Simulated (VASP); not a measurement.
# Li (Pm-3n) in VASP: further runs

Li is run at these levels: PBE; tasks: single point, relaxation of cell and atoms.

Everything below comes from runs of VASP 6.6.1. Logs are shortened: lines on timing, memory, paths and dates and some standing lists are left out, and cuts for length are marked.

## 1. The cell of the first run

Symmetry: Pm-3n, No. 223, cubic system. Conventional cell: a = 5.453 Å, b = 5.453 Å, c = 5.453 Å, α = 90.00°, β = 90.00°, γ = 90.00°. Within 4.0 Å of Li (site symmetry m-3) lie 12 Li at 3.05 Å. Li (site symmetry -4m2) has 14 Li at 2.73 to 3.34 Å within 3.6 Å.

## 2. Single point, PBE

The input, INCAR:

```
  PREC = Accurate
  ENCUT = 520
  EDIFF = 1E-6
  ISMEAR = 0
  SIGMA = 0.1
  LREAL = F
  LASPH = T
  NELM = 60
  ALGO = Fast
  ISIF = 2
  LWAVE = F
  LCHARG = F
  GGA = PE
  NBANDS = 22
```

The input, KPOINTS:

```
regular mesh
0
Gamma
  8 8 8
```

The input, POSCAR:

```
Li
1.0
    5.4529985533      0.0000000000      0.0000000000
    0.0000000000      5.4529985533      0.0000000000
    0.0000000000      0.0000000000      5.4529985533
Li
8
Direct
    0.5000000000      0.5000000000      0.5000000000
    0.0000000000      0.0000000000      0.0000000000
    0.2500000000      0.0000000000      0.5000000000
    0.5000000000      0.2500000000      0.0000000000
    0.5000000000      0.7500000000      0.0000000000
    0.7500000000      0.0000000000      0.5000000000
    0.0000000000      0.5000000000      0.7500000000
    0.0000000000      0.5000000000      0.2500000000
```

Potentials or basis: VASP PAW PBE potentials, release 64 (Li_sv).

Started as:

```bash
cat potpaw_PBE.64/Li_sv/POTCAR > POTCAR
mpirun -np 1 vasp_std > vasp.out
```

OUTCAR:

```text
PREC = Accurate
   ENCUT = 520
   EDIFF = 1E-6
   ISMEAR = 0
   LREAL = F
   LASPH = T
   NELM = 60
   ISIF = 2
   GGA = PE

 ion  position               nearest neighbor table
   1  0.500  0.500  0.500-
   2  0.000  0.000  0.000-
   3  0.250  0.000  0.500-
   4  0.500  0.250  0.000-
   5  0.500  0.750  0.000-
   6  0.750  0.000  0.500-
   7  0.000  0.500  0.750-
   8  0.000  0.500  0.250-

  LATTYP: Found a simple cubic cell.
 ALAT       =     5.4529985533

  Lattice vectors:

 A1 = (   5.4529985533,   0.0000000000,   0.0000000000)
 A2 = (   0.0000000000,   5.4529985533,   0.0000000000)
 A3 = (   0.0000000000,   0.0000000000,   5.4529985533)

Analysis of symmetry for initial positions (statically):
=====================================================================
 Subroutine PRICEL returns:
 Original cell was already a primitive cell.

 Routine SETGRP: Setting up the symmetry group for a
 simple cubic supercell.

 Subroutine GETGRP returns: Found 48 space group operations
 (whereof 24 operations were pure point group operations)
 out of a pool of 48 trial point group operations.

The static configuration has the point symmetry T_h .
 The point group associated with its full space group is O_h .

Analysis of symmetry for dynamics (positions and initial velocities):
=====================================================================
 Subroutine PRICEL returns:
 Original cell was already a primitive cell.

 Routine SETGRP: Setting up the symmetry group for a
 simple cubic supercell.

 Subroutine GETGRP returns: Found 48 space group operations
 (whereof 24 operations were pure point group operations)
 out of a pool of 48 trial point group operations.

The dynamic configuration has the point symmetry T_h .
 The point group associated with its full space group is O_h .

 Subroutine INISYM returns: Found 48 space group operations
 (whereof 24 operations are pure point group operations),
 and found     1 'primitive' translations

----------------------------------------------------------------------------------------

                                     Primitive cell

  volume of cell :     162.1460

  direct lattice vectors                    reciprocal lattice vectors
     5.452998553  0.000000000  0.000000000     0.183385341  0.000000000  0.000000000
     0.000000000  5.452998553  0.000000000     0.000000000  0.183385341  0.000000000
     0.000000000  0.000000000  5.452998553     0.000000000  0.000000000  0.183385341

  length of vectors
     5.452998553  5.452998553  5.452998553     0.183385341  0.183385341  0.183385341

  position of ions in fractional coordinates (direct lattice)
     0.500000000  0.500000000  0.500000000
     0.000000000  0.000000000  0.000000000
     0.250000000  0.000000000  0.500000000
     0.500000000  0.250000000  0.000000000
     0.500000000  0.750000000  0.000000000
     0.750000000  0.000000000  0.500000000
     0.000000000  0.500000000  0.750000000
     0.000000000  0.500000000  0.250000000

  ion indices of the primitive-cell ions
   primitive index   ion index
                 1           1
                 2           2
                 3           3
                 4           4
                 5           5
                 6           6
                 7           7
                 8           8

----------------------------------------------------------------------------------------

 KPOINTS: regular mesh

Automatic generation of k-mesh.
 Grid dimensions read from file:
 generate k-points for:    8    8    8

 Generating k-lattice:

  Cartesian coordinates                     Fractional coordinates (reciprocal lattice)
     0.022923168  0.000000000  0.000000000     0.125000000  0.000000000  0.000000000
     0.000000000  0.022923168  0.000000000     0.000000000  0.125000000  0.000000000
     0.000000000  0.000000000  0.022923168     0.000000000  0.000000000  0.125000000

  Length of vectors
     0.022923168  0.022923168  0.022923168

  Shift w.r.t. Gamma in fractional coordinates (k-lattice)
     0.000000000  0.000000000  0.000000000

 Subroutine IBZKPT returns following result:
 ===========================================

 Found     35 irreducible k-points:

 Following reciprocal coordinates:
            Coordinates               Weight
  0.000000  0.000000  0.000000      1.000000
  0.125000  0.000000  0.000000      6.000000
  0.250000  0.000000  0.000000      6.000000
  0.375000  0.000000  0.000000      6.000000
  0.500000  0.000000  0.000000      3.000000
  0.125000  0.125000  0.000000     12.000000
[... 16 lines left out ...]
  0.375000  0.375000  0.125000     24.000000
  0.500000  0.375000  0.125000     24.000000
 [... further k-points ...]
   k-points           NKPTS =     35   k-points in BZ     NKDIM =     35   number of bands    NBANDS=     22
   number of dos      NEDOS =    301   number of ions     NIONS =      8
   total plane-waves  NPLWV =  74088
   dimension x,y,z NGX =    42 NGY =   42 NGZ =   42
   dimension x,y,z NGXF=    84 NGYF=   84 NGZF=   84
   ions per type =               8
   NGX,Y,Z   is equivalent  to a cutoff of  12.80, 12.80, 12.80 a.u.
   NGXF,Y,Z  is equivalent  to a cutoff of  25.61, 25.61, 25.61 a.u.
 SYSTEM =  unknown system
   PREC   = accura    normal or accurate (medium, high low for compatibility)
   ISTART =      0    job   : 0-new  1-cont  2-samecut
   ICHARG =      2    charge: 1-file 2-atom 10-const
   ISPIN  =      1    spin polarized calculation?
   LNONCOLLINEAR =      F non collinear calculations
   LSORBIT =      F    spin-orbit coupling
   LASPH  =      T    aspherical Exc in radial PAW
   ENCUT  =  520.0 eV  38.22 Ry    6.18 a.u.  10.14 10.14 10.14*2*pi/ulx,y,z
   NELM   =     60;   NELMIN=  2; NELMDL= -5     # of ELM steps
   EDIFF  = 0.1E-05   stopping-criterion for ELM
   LREAL  =      F    real-space projection
   EDIFFG = 0.1E-04   stopping-criterion for IOM
   NSW    =      0    number of steps for IOM
   IBRION =     -1    ionic relax: 0-MD 1-quasi-New 2-CG
   NFREE  =      0    steps in history (QN), initial steepest desc. (CG)
   ISIF   =      2    stress and relaxation
   ISYM   =      2    0-nonsym 1-usesym 2-fastsym
   POTIM  = 0.5000    time-step for ionic-motion
   TEBEG  =    0.0;   TEEND  =   0.0 temperature during run
   PSTRESS=    0.0 pullay stress
   NELECT =      24.0000    total number of electrons
   NUPDOWN=      -1.0000    fix difference up-down
   EMIN   =  10.00;   EMAX   =-10.00  energy-range for DOS
   EFERMI =   0.00;   METHOD = LEGACY
   ISMEAR =     0;   SIGMA  =   0.10  broadening in eV -4-tet -1-fermi 0-gaus
   EFERMI_NEDOS =   21; number of points for ismear=-14 and -15
   IALGO  =     68    algorithm
   IMIX   =      4    mixing-type and parameters
     AMIX     =   0.40;   BMIX     =  1.00
     AMIX_MAG =   1.60;   BMIX_MAG =  1.00
  volume/ion in A,a.u.               =      20.27       136.78
  Fermi-wavevector in a.u.,A,eV,Ry     =   0.865984  1.636472 10.203394  0.749928
  Thomas-Fermi vector in A             =   1.984307
   LORBIT       =      0    0 simple, 1 ext, 2 COOP (PROOUT), +10 PAW based schemes
   GGA     = PE    functional components
   LHFCALC =     F    Hartree Fock is set to
   AEXX    =    0.0000 exact exchange contribution
   IVDW    =     0    specifies the selected vdW correction
   LEPSILON=     F    determine dielectric tensor
   LRPA    =     F    only Hartree local field effects (RPA)
 non-spin polarized calculation
 RMM-DIIS sequential band-by-band and
 Gauss-broadening in eV      SIGMA  =   0.10
  energy-cutoff  :      520.00
  volume of cell :      162.15
 maximum number of plane-waves:      4416
 NGX is ok and might be reduce to    42
   NGX = 21   NGY = 21   NGZ = 21

 number of electron      23.9999941 magnetization

 Free energy of the ion-electron system (eV)
  ---------------------------------------------------
  ext. energy  EPLUGINS =         0.00000000
  ---------------------------------------------------
  free energy    TOTEN  =       -15.12467528 eV

  energy without entropy =      -15.10109781  energy(sigma->0) =      -15.11288655

 E-fermi :   0.6299     XC(G=0):  -7.0443

 val. band max:        0.6269566360   @ k =   0.3750   0.2500   0.1250
 cond. band min:       0.6310141633   @ k =   0.5000   0.3750   0.2500
 fundamental gap:      0.0040575272
 Fermi energy:         0.6298712178

 k-point     1 :       0.0000    0.0000    0.0000
  band No.  band energies     occupation
      1     -45.9446      2.00000
      2     -45.9336      2.00000
      3     -45.9336      2.00000
      4     -45.9184      2.00000
      5     -45.9151      2.00000
      6     -45.9151      2.00000
[... 14 lines left out ...]
     21       4.9688      0.00000
     22       5.4938      0.00000

 k-point     2 :       0.1250    0.0000    0.0000
  band No.  band energies     occupation
      1     -45.9440      2.00000
      2     -45.9338      2.00000
      3     -45.9331      2.00000
      4     -45.9188      2.00000
      5     -45.9154      2.00000
      6     -45.9151      2.00000
[... 14 lines left out ...]
     21       5.3941      0.00000
     22       5.3944      0.00000

 k-point     3 :       0.2500    0.0000    0.0000
  band No.  band energies     occupation
      1     -45.9422      2.00000
      2     -45.9344      2.00000
      3     -45.9315      2.00000
      4     -45.9204      2.00000
      5     -45.9159      2.00000
      6     -45.9151      2.00000
[... 14 lines left out ...]
     21       5.7015      0.00000
     22       5.7119      0.00000

 k-point     4 :       0.3750    0.0000    0.0000
  band No.  band energies     occupation
      1     -45.9400      2.00000
      2     -45.9357      2.00000
      3     -45.9291      2.00000
      4     -45.9230      2.00000
      5     -45.9160      2.00000
      6     -45.9152      2.00000
[... 14 lines left out ...]
     21       5.7850      0.00000
     22       5.7940      0.00000

 k-point     5 :       0.5000    0.0000    0.0000
  band No.  band energies     occupation
      1     -45.9376      2.00000
      2     -45.9376      2.00000
      3     -45.9261      2.00000
      4     -45.9261      2.00000
      5     -45.9157      2.00000
      6     -45.9157      2.00000
[... 14 lines left out ...]
     21       5.9069      0.00000
     22       6.0484      0.00000

 k-point     6 :       0.1250    0.1250    0.0000
  band No.  band energies     occupation
      1     -45.9433      2.00000
      2     -45.9336      2.00000
      3     -45.9329      2.00000
      4     -45.9191      2.00000
      5     -45.9159      2.00000
      6     -45.9151      2.00000
[... 14 lines left out ...]
     21       5.6281      0.00000
     22       5.7009      0.00000

 k-point     7 :       0.2500    0.1250    0.0000
  band No.  band energies     occupation
      1     -45.9416      2.00000
      2     -45.9341      2.00000
      3     -45.9315      2.00000
      4     -45.9204      2.00000
      5     -45.9166      2.00000
      6     -45.9151      2.00000
[... 324 lines left out ...]
      6     -45.9163      2.00000
[... 14 lines left out ...]
     21       5.5230      0.00000
     22       6.1141      0.00000

 k-point    21 :       0.3750    0.2500    0.1250
  band No.  band energies     occupation
      1     -45.9374      2.00000
      2     -45.9335      2.00000
      3     -45.9291      2.00000
      4     -45.9227      2.00000
      5     -45.9192      2.00000
      6     -45.9165      2.00000
[... 14 lines left out ...]
     21       5.7721      0.00000
     22       6.0821      0.00000

 k-point    22 :       0.5000    0.2500    0.1250
  band No.  band energies     occupation
      1     -45.9360      2.00000
      2     -45.9343      2.00000
      3     -45.9265      2.00000
      4     -45.9255      2.00000
      5     -45.9192      2.00000
      6     -45.9167      2.00000
[... 14 lines left out ...]
     21       5.9875      0.00000
     22       6.1514      0.00000

 k-point    23 :       0.3750    0.3750    0.1250
  band No.  band energies     occupation
      1     -45.9359      2.00000
      2     -45.9317      2.00000
      3     -45.9287      2.00000
      4     -45.9224      2.00000
      5     -45.9224      2.00000
      6     -45.9165      2.00000
[... 14 lines left out ...]
     21       6.0625      0.00000
     22       6.1060      0.00000

 k-point    24 :       0.5000    0.3750    0.1250
  band No.  band energies     occupation
      1     -45.9352      2.00000
      2     -45.9311      2.00000
      3     -45.9270      2.00000
      4     -45.9251      2.00000
      5     -45.9222      2.00000
      6     -45.9166      2.00000
[... 14 lines left out ...]
     21       6.1466      0.00000
     22       6.5229      0.00000

 [... further k-points ...]

------------------------ aborting loop because EDIFF is reached ----------------------------------------

  FORCE on cell =-STRESS in cart. coord.  units (eV):
  Direction    XX          YY          ZZ          XY          YZ          ZX
  --------------------------------------------------------------------------------------
  -------------------------------------------------------------------------------------
  Total       -0.0647846     -0.0647846     -0.0647846     -0.0000000      0.0000000      0.0000000
  in kB       -0.6401420     -0.6401420     -0.6401420     -0.0000000      0.0000000      0.0000000
  external PRESSURE =      -0.6401420 kB  Pullay stress =       0.0000000 kB

 VOLUME and BASIS-vectors are now :
 -----------------------------------------------------------------------------
  energy-cutoff  :      520.00
  volume of cell :      162.15
      direct lattice vectors                 reciprocal lattice vectors
     5.452998553  0.000000000  0.000000000     0.183385341  0.000000000  0.000000000
     0.000000000  5.452998553  0.000000000     0.000000000  0.183385341  0.000000000
     0.000000000  0.000000000  5.452998553     0.000000000  0.000000000  0.183385341

 POSITION                                       TOTAL-FORCE (eV/Angst)
 -----------------------------------------------------------------------------------
      2.72650      2.72650      2.72650        -0.000000      0.000000      0.000000
      0.00000      0.00000      0.00000        -0.000000      0.000000      0.000000
      1.36325      0.00000      2.72650        -0.000000      0.000000      0.000000
      2.72650      1.36325      0.00000        -0.000000      0.000000     -0.000000
      2.72650      4.08975      0.00000         0.000000      0.000000      0.000000
      4.08975      0.00000      2.72650         0.000000     -0.000000     -0.000000
      0.00000      2.72650      4.08975         0.000000      0.000000      0.000000
      0.00000      2.72650      1.36325        -0.000000     -0.000000      0.000000
 -----------------------------------------------------------------------------------
    total drift:                                0.000000     -0.000000     -0.000000

  FREE ENERGIE OF THE ION-ELECTRON SYSTEM (eV)
  ---------------------------------------------------
  free  energy   TOTEN  =       -15.1246752827 eV

  energy  without entropy=      -15.1010978100  energy(sigma->0) =      -15.11288655
```

It took 2 min on 1 thread of Intel Xeon Platinum 8375C at 2.90GHz (Ice Lake), shared host; peak memory 0.28 GiB.

Results:

* Free energy: -15.1247 eV
* Band gap on the k mesh: zero (bands 12 and 13 overlap by 1.12 eV)

Caveat: the cutoff is under 1.25 times the usual one of these potentials, so pressure, stress and relaxed cells hold a basis-set (Pulay) error.

(Part 1 of 2 ends here.)
